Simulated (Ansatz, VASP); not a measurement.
Two plane-wave programs on C

The input INCAR:

```
PREC = Accurate
ENCUT = 520
EDIFF = 1E-7
ISMEAR = 0
SIGMA = 0.05
LREAL = Auto
LASPH = T
NELM = 80
ALGO = Normal
ISIF = 2
LWAVE = F
LCHARG = T
GGA = PS
LELF = T
LVHAR = T
NBANDS = 43
```

The input KPOINTS:

```
Automatic mesh
0
Gamma
  6 6 6
```

File POSCAR:

```
C
1.0
    0.0000000000      3.5537981836     -3.5537981836
   -3.5537981836      0.0000000000     -3.5537981836
   -3.5537981836      3.5537981836      0.0000000000
C
15
Direct
    0.2500000000      0.7500000000      0.2500000000
    0.7500000000      0.2500000000      0.2500000000
    0.2500000000      0.2500000000      0.2500000000
    0.7500000000      0.7500000000      0.7500000000
    0.2500000000      0.7500000000      0.7500000000
    0.7500000000      0.2500000000      0.7500000000
    0.2500000000      0.2500000000      0.7500000000
    0.8750000000      0.3750000000      0.3750000000
    0.3750000000      0.3750000000      0.3750000000
    0.8191681863      0.8191681863      0.4397886275
    0.3750000000      0.8750000000      0.3750000000
    0.8750000000      0.3750000000      0.8750000000
    0.3750000000      0.3750000000      0.8750000000
    0.8750000000      0.8750000000      0.8750000000
    0.3750000000      0.8750000000      0.8750000000
```

Input for Ansatz:

```yaml
crystal:
  lattice:
    - [0.0, 3.5537981836, -3.5537981836]
    - [-3.5537981836, 0.0, -3.5537981836]
    - [-3.5537981836, 3.5537981836, 0.0]
  atoms:
    - { symbol: C, position: [0.25, 0.75, 0.25] }
    - { symbol: C, position: [0.75, 0.25, 0.25] }
    - { symbol: C, position: [0.25, 0.25, 0.25] }
    - { symbol: C, position: [0.75, 0.75, 0.75] }
    - { symbol: C, position: [0.25, 0.75, 0.75] }
    - { symbol: C, position: [0.75, 0.25, 0.75] }
    - { symbol: C, position: [0.25, 0.25, 0.75] }
    - { symbol: C, position: [0.875, 0.375, 0.375] }
    - { symbol: C, position: [0.375, 0.375, 0.375] }
    - { symbol: C, position: [0.8191681863, 0.8191681863, 0.4397886275] }
    - { symbol: C, position: [0.375, 0.875, 0.375] }
    - { symbol: C, position: [0.875, 0.375, 0.875] }
    - { symbol: C, position: [0.375, 0.375, 0.875] }
    - { symbol: C, position: [0.875, 0.875, 0.875] }
    - { symbol: C, position: [0.375, 0.875, 0.875] }
basis:
  ecutwfc: 420
kpoints:
  mp_grid: { grid: [6, 6, 6] }
hamiltonian:
  xc: pbesol
  pseudopotentials: { kind: paw, azcp: { folder: soft_1 } }
scf:
  occupations: { method: gaussian, width: 0.05 }
output:
  forces: true
  stress: true
  eigenvalues: true
  write_density: true
  write_potential: true
  elf: true
  volumetric_format: npy
```

Change from the starting cell: C vacancy; atom 10 moved 0.125 of the way to it and +0.350 Å across, host rigid.

Alike in both runs: task single point; functional PBEsol; k mesh 6 × 6 × 6; occupations gaussian, width 0.05 eV; no spin polarisation.

```csv
,VASP,Ansatz
version,VASP 6.6.1,Ansatz 0.2.0
potentials or method,"VASP PAW PBE potentials, release 64 (C), cutoff 520 eV","scalar-relativistic, plane waves, PAW"
valence electrons in the cell,60,60
```

```csv
,VASP,Ansatz,Ansatz less VASP
gap on the k mesh at the Fermi level (eV),none,none,-
pressure (GPa),-1.8,-2.9,-1.07
"traceless stress, the component that is largest in VASP (GPa)",-12.63,-12.58,+0.047
rms of the force components (eV/Å),2.474,2.463,-0.0107
```

VASP's potentials were made for PBE, not for PBEsol, and Ansatz warns of the same on its side. Atom by atom the forces differ by 0.022 eV/Å (rms over components). A gap of «none» marks a metal or a gap that the smearing closes.
